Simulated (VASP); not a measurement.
Input of a VASP 6.6.1 run:

File POSCAR:

```
HfB2
1.0
    3.1344225689      0.0000000000      0.0000000000
   -1.5672112844      2.7144895708      0.0000000000
    0.0000000000      0.0000000000      3.4849518690
Hf B
1 2
Direct
    0.0000000000      0.0000000000      0.0000000000
    0.6666666667      0.3333333333      0.5000000000
    0.3333333333      0.6666666667      0.5000000000
```

File INCAR.step1:

```
SYSTEM = HfB2
PREC = Accurate ; ENCUT = 520
ISMEAR = 0 ; SIGMA = 0.02
LREAL = .FALSE. ; LASPH = .TRUE.
NELM = 150 ; ISPIN = 2
MAGMOM = 0.5 0 0 ; LMAXMIX = 4
NBANDS = 19 ; GGA = PE
ALGO = Normal ; EDIFF = 1E-4
LWAVE = .TRUE. ; LCHARG = .FALSE.
```

Contents of INCAR.step2:

```
SYSTEM = HfB2
PREC = Accurate ; ENCUT = 520
EDIFF = 1E-6 ; ISMEAR = 0
SIGMA = 0.02 ; LREAL = .FALSE.
LASPH = .TRUE. ; NELM = 150
ALGO = Normal ; ISIF = 2
LWAVE = .FALSE. ; LCHARG = .FALSE.
ISPIN = 2 ; MAGMOM = 0.5 0 0
LORBIT = 11 ; LMAXMIX = 4
METAGGA = R2SCAN ; LMIXTAU = .TRUE.
NBANDS = 19 ; ISTART = 1
```

KPOINTS

```
Automatic mesh
0
G
  10 10 8
  0 0 0
```

Potentials or basis: VASP PAW PBE potentials, release 64 (Hf_pv, B).

Run with:

```console
$ cat potpaw_PBE.64/Hf_pv/POTCAR potpaw_PBE.64/B/POTCAR > POTCAR
$ cp INCAR.step1 INCAR
$ mpirun -np 1 vasp_std > vasp.out
$ cp INCAR.step2 INCAR
$ mpirun -np 1 vasp_std > vasp.out
```

(1) What does it give for the pressure?

(2) Estimate the band gap on the k mesh.

Answers

(1) -0.6 GPa.

(2) zero (filled and empty bands overlap).

Caveat: the PAW data sets were made with another functional, which shifts forces and pressure a little; spin-orbit coupling is left out, which moves the levels of the heavy elements.
